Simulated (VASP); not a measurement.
# BeS (F-43m) in VASP: further runs

Runs on BeS. Level: PBE+U. Tasks: single point.

Everything below comes from runs of VASP 6.6.1. Logs are shortened: lines on timing, memory, paths and dates and some standing lists are left out, and cuts for length are marked.

## 1. The cell of the first run

The structure is cubic, space group F-43m (No. 216). The conventional cell has a = 4.870 Å, b = 4.870 Å, c = 4.870 Å, α = 90.00°, β = 90.00°, γ = 90.00°. Within 2.8 Å of Be (site symmetry -43m) lie 4 S at 2.11 Å. Within 2.8 Å of S (site symmetry -43m) lie 4 Be at 2.11 Å.

## 2. Single point, PBE+U

INCAR reads:

```
SYSTEM = BeS
  ALGO = Normal
  EDIFF = 1E-6
  ENCUT = 600
  GGA = PE
  GGA_COMPAT = .False.
  ISIF = 2
  ISMEAR = 1
  LASPH = .True.
  LCHARG = .True.
  LDAU = .True.
  LDAUJ = 0 0
  LDAUL = -1 1
  LDAUPRINT = 1
  LDAUTYPE = 2
  LDAUU = 0 6.7
  LELF = .True.
  LREAL = .False.
  LVHAR = .True.
  LWAVE = .False.
  NBANDS = 11
  NELM = 200
  PREC = Accurate
  SIGMA = 0.06802846561497
```

KPOINTS reads:

```
k-points
0
Gamma
  4 4 4
  0 0 0
```

POSCAR reads:

```
BeS
1.0
    0.0000000000      2.4351516489      2.4351516489
    2.4351516489      0.0000000000      2.4351516489
    2.4351516489      2.4351516489      0.0000000000
Be S
1 1
Direct
    0.0000000000      0.0000000000      0.0000000000
    0.7500000000      0.7500000000      0.7500000000
```

Potentials or basis: VASP PAW PBE potentials, release 64 (Be, S).

Started as:

```bash
cat potpaw_PBE.64/Be/POTCAR potpaw_PBE.64/S/POTCAR > POTCAR
mpirun -np 1 vasp_std > vasp.out
```

OUTCAR:

```text
SYSTEM = BeS
   EDIFF = 1E-6
   ENCUT = 600
   GGA = PE
   ISIF = 2
   ISMEAR = 1
   LASPH = .True.
   LREAL = .False.
   NELM = 200
   PREC = Accurate

 ion  position               nearest neighbor table
   1  0.000  0.000  0.000-   2 2.11   2 2.11   2 2.11   2 2.11
   2  0.750  0.750  0.750-   1 2.11   1 2.11   1 2.11   1 2.11

  LATTYP: Found a face centered cubic cell.
 ALAT       =     4.8703032978

  Lattice vectors:

 A1 = (   0.0000000000,   2.4351516489,   2.4351516489)
 A2 = (   2.4351516489,   0.0000000000,   2.4351516489)
 A3 = (   2.4351516489,   2.4351516489,   0.0000000000)

Analysis of symmetry for initial positions (statically):
=====================================================================
 Subroutine PRICEL returns:
 Original cell was already a primitive cell.

 Routine SETGRP: Setting up the symmetry group for a
 face centered cubic supercell.

 Subroutine GETGRP returns: Found 24 space group operations
 (whereof 24 operations were pure point group operations)
 out of a pool of 48 trial point group operations.

The static configuration has the point symmetry T_d .

Analysis of symmetry for dynamics (positions and initial velocities):
=====================================================================
 Subroutine PRICEL returns:
 Original cell was already a primitive cell.

 Routine SETGRP: Setting up the symmetry group for a
 face centered cubic supercell.

 Subroutine GETGRP returns: Found 24 space group operations
 (whereof 24 operations were pure point group operations)
 out of a pool of 48 trial point group operations.

The dynamic configuration has the point symmetry T_d .

 Subroutine INISYM returns: Found 24 space group operations
 (whereof 24 operations are pure point group operations),
 and found     1 'primitive' translations

----------------------------------------------------------------------------------------

                                     Primitive cell

  volume of cell :      28.8807

  direct lattice vectors                    reciprocal lattice vectors
     0.000000000  2.435151649  2.435151649    -0.205326022  0.205326022  0.205326022
     2.435151649  0.000000000  2.435151649     0.205326022 -0.205326022  0.205326022
     2.435151649  2.435151649  0.000000000     0.205326022  0.205326022 -0.205326022

  length of vectors
     3.443824488  3.443824488  3.443824488     0.355635101  0.355635101  0.355635101

  position of ions in fractional coordinates (direct lattice)
     0.000000000  0.000000000  0.000000000
     0.750000000  0.750000000  0.750000000
[... 73 lines left out ...]
   EMIN   =  10.00;   EMAX   =-10.00  energy-range for DOS
   EFERMI =   0.00;   METHOD = LEGACY
   ISMEAR =     1;   SIGMA  =   0.07  broadening in eV -4-tet -1-fermi 0-gaus
   EFERMI_NEDOS =   21; number of points for ismear=-14 and -15
   IALGO  =     38    algorithm
   IMIX   =      4    mixing-type and parameters
     AMIX     =   0.40;   BMIX     =  1.00
     AMIX_MAG =   1.60;   BMIX_MAG =  1.00
  volume/ion in A,a.u.               =      14.44        97.45
  Fermi-wavevector in a.u.,A,eV,Ry     =   1.067175  2.016668 15.495153  1.138862
  Thomas-Fermi vector in A             =   2.202783
   LORBIT       =      0    0 simple, 1 ext, 2 COOP (PROOUT), +10 PAW based schemes
 LDA+U is selected, type is set to LDAUTYPE =  2
   angular momentum for each species LDAUL =    -1    1
   U (eV)           for each species LDAUU =   0.0  6.7
   J (eV)           for each species LDAUJ =   0.0  0.0
   GGA     = PE    functional components
   LHFCALC =     F    Hartree Fock is set to
   AEXX    =    0.0000 exact exchange contribution
   IVDW    =     0    specifies the selected vdW correction
   LEPSILON=     F    determine dielectric tensor
   LRPA    =     F    only Hartree local field effects (RPA)
 non-spin polarized calculation
 Methfessel and Paxton  Order N= 1 SIGMA  =   0.07
  energy-cutoff  :      600.00
  volume of cell :       28.88
 maximum number of plane-waves:       982
   NGX = 13   NGY = 13   NGZ = 13

 number of electron       7.9999999 magnetization

 Free energy of the ion-electron system (eV)
  ---------------------------------------------------
  ext. energy  EPLUGINS =         0.00000000
  ---------------------------------------------------
  free energy    TOTEN  =        -5.04715609 eV

  energy without entropy =       -5.04734098  energy(sigma->0) =       -5.04721772

 E-fermi :   4.3379     XC(G=0):  -9.6944

 val. band max:        4.2806036907   @ k =   0.0000   0.0000   0.0000
 cond. band min:       7.1786918891   @ k =   0.5000   0.5000   0.0000
 fundamental gap:      2.8980881983
 Fermi energy:         4.3378755359

 k-point     1 :       0.0000    0.0000    0.0000
  band No.  band energies     occupation
      1      -9.6385      2.00000
      2       4.2806      2.00000
      3       4.2806      2.00000
      4       4.2806      2.00000
      5       9.7352      0.00000
      6       9.7352      0.00000
      7       9.7352      0.00000
      8       9.7903      0.00000
      9      16.7907      0.00000
     10      16.7907      0.00000
     11      18.8317      0.00000
[... 85 lines left out ...]
 k-point     8 :      -0.2500    0.5000    0.2500
  band No.  band energies     occupation
      1      -7.5015      2.00000
      2      -0.0120      2.00000
      3       0.3984      2.00000
      4       0.9071      2.00000
      5      10.5971      0.00000
      6      12.1452      0.00000
      7      12.4381      0.00000
      8      12.9110      0.00000
      9      18.3472      0.00000
     10      18.4955      0.00000
     11      21.0107      0.00000

------------------------ aborting loop because EDIFF is reached ----------------------------------------

  FORCE on cell =-STRESS in cart. coord.  units (eV):
  Direction    XX          YY          ZZ          XY          YZ          ZX
  --------------------------------------------------------------------------------------
  -------------------------------------------------------------------------------------
  Total        0.4527174      0.4527174      0.4527174      0.0000000      0.0000000      0.0000000
  in kB       25.1148026     25.1148026     25.1148026      0.0000000      0.0000000      0.0000000
  external PRESSURE =      25.1148026 kB  Pullay stress =       0.0000000 kB

 VOLUME and BASIS-vectors are now :
 -----------------------------------------------------------------------------
  energy-cutoff  :      600.00
  volume of cell :       28.88
      direct lattice vectors                 reciprocal lattice vectors
     0.000000000  2.435151649  2.435151649    -0.205326022  0.205326022  0.205326022
     2.435151649  0.000000000  2.435151649     0.205326022 -0.205326022  0.205326022
     2.435151649  2.435151649  0.000000000     0.205326022  0.205326022 -0.205326022

 POSITION                                       TOTAL-FORCE (eV/Angst)
 -----------------------------------------------------------------------------------
      0.00000      0.00000      0.00000         0.000000      0.000000      0.000000
      3.65273      3.65273      3.65273        -0.000000     -0.000000     -0.000000
 -----------------------------------------------------------------------------------
    total drift:                                0.000000      0.000000      0.000000

  FREE ENERGIE OF THE ION-ELECTRON SYSTEM (eV)
  ---------------------------------------------------
  free  energy   TOTEN  =        -5.0471560928 eV

  energy  without entropy=       -5.0473409784  energy(sigma->0) =       -5.04721772
```

OSZICAR:

```text
N       E                     dE             d eps       ncg     rms          rms(c)
DAV:   1     0.245229408355E+02    0.24523E+02   -0.48645E+03   184   0.734E+02
DAV:   2    -0.405725662525E+01   -0.28580E+02   -0.26821E+02   237   0.116E+02
DAV:   3    -0.509381968991E+01   -0.10366E+01   -0.10350E+01   231   0.223E+01
DAV:   4    -0.509953025231E+01   -0.57106E-02   -0.57090E-02   211   0.188E+00
DAV:   5    -0.509958422113E+01   -0.53969E-04   -0.53968E-04   231   0.191E-01    0.519E+00
DAV:   6    -0.505013553100E+01    0.49449E-01   -0.64507E-02   222   0.150E+00    0.331E+00
DAV:   7    -0.504584628903E+01    0.42892E-02   -0.12093E-01   205   0.216E+00    0.661E-01
DAV:   8    -0.504711995873E+01   -0.12737E-02   -0.69364E-03   206   0.573E-01    0.144E-01
DAV:   9    -0.504713480776E+01   -0.14849E-04   -0.22403E-04   227   0.101E-01    0.402E-02
DAV:  10    -0.504715258550E+01   -0.17778E-04   -0.24313E-05   216   0.305E-02    0.212E-02
DAV:  11    -0.504715445179E+01   -0.18663E-05   -0.30323E-06   220   0.859E-03    0.138E-02
DAV:  12    -0.504715610863E+01   -0.16568E-05   -0.32077E-06   200   0.104E-02    0.736E-04
DAV:  13    -0.504715609284E+01    0.15790E-07   -0.84463E-08   116   0.207E-03
   1 F= -.50471561E+01 E0= -.50472177E+01  d E =0.184886E-03
```

stdout:

```text
POSCAR found type information on POSCAR BeS
 POSCAR found :  2 types and       2 ions
 scaLAPACK will be used
 LDA part: xc-table for (Slater+PW92), standard interpolation
 POSCAR, INCAR and KPOINTS ok, starting setup
 FFT: planning ... GRIDC
 FFT: planning ... GRID_SOFT
 FFT: planning ... GRID
 WAVECAR not read
 entering main loop
```

Run time: 4.5 s. Hardware: 1 thread of AMD EPYC 7R13 (Zen 3), shared host; peak memory 0.11 GiB.

Results:

```yaml
Free_energy: -5.0472 eV
Pressure: 2.5 GPa
Band_gap_on_the_k_mesh: 2.90 eV (least direct gap 5.45 eV)
```

Caveat: the k points lie up to 0.56 Å⁻¹ apart. A k mesh can miss the band edges.

## 3. Single point, PBE+U

INCAR reads:

```
PREC = Accurate
ENCUT = 600
EDIFF = 1E-6
ISMEAR = 0
SIGMA = 0.1
LREAL = F
LASPH = T
NELM = 200
ALGO = Normal
ISIF = 2
LWAVE = F
LCHARG = T
LDAU = T
LDAUTYPE = 2
LDAUL = -1 1
LDAUU = 0 1.7
LDAUJ = 0 0
LDAUPRINT = 1
GGA = PE
LELF = T
LVHAR = T
NBANDS = 11
GGA_COMPAT = F
```

KPOINTS reads:

```
Automatic mesh
0
Gamma
  8 8 8
```

POSCAR is that of step 2.

Potentials or basis: VASP PAW PBE potentials, release 64 (Be, S).

Started as:

```bash
cat potpaw_PBE.64/Be/POTCAR potpaw_PBE.64/S/POTCAR > POTCAR
mpirun -np 1 vasp_std > vasp.out
```

Run time: 8.9 s. Hardware: 1 thread of AMD EPYC 7R13 (Zen 3), shared host; peak memory 0.12 GiB.

The run converged. Its results:

- Free energy: -8.7642 eV
- Pressure: 0.7 GPa
- Band gap on the k mesh: 3.09 eV (least direct gap 5.63 eV)

Levels at points of the mesh, in eV from the valence-band top:
```tsv
k point	band 1	band 2	band 3	band 4	band 5	band 6	band 7	band 8
(0.00, 0.00, 0.00)	-13.68	0.00	0.00	0.00	5.63	5.63	5.63	5.72
(0.50, 0.00, 0.00)	-12.11	-5.73	-1.02	-1.02	5.38	6.52	6.52	11.12
(0.50, 0.50, 0.00)	-11.58	-4.97	-2.61	-2.61	3.09	4.88	12.65	12.65
```

A k mesh can miss the band edges.
